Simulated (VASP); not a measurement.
Input of a VASP 6.6.1 run:

The input INCAR:

```
ALGO = Normal ; EDIFF = 1E-6
ENCUT = 520 ; GGA = PS
ISIF = 2 ; ISMEAR = 0
LASPH = True ; LCHARG = False
LREAL = False ; LWAVE = False
NBANDS = 10 ; NELM = 80
PREC = Accurate ; SIGMA = 0.15
```

Contents of KPOINTS:

```
k-points
0
Gamma
  16 16 16
```

The input POSCAR:

```
Na
1.0
   -1.9567500000      1.9567500000      2.6556500000
    1.9567500000     -1.9567500000      2.6556500000
    1.9567500000      1.9567500000     -2.6556500000
Na
1
Direct
    0.0000000000      0.0000000000      0.0000000000
```

Potentials or basis: VASP PAW PBE potentials, release 64 (Na_pv).

Launch:

```console
$ cat potpaw_PBE.64/Na_pv/POTCAR > POTCAR
$ mpirun -np 1 vasp_std > vasp.out
```

Problem. Predict the pressure.

Solution. -0.7 GPa.

Caveat: the PAW data sets were made with another functional, which shifts forces and pressure a little.
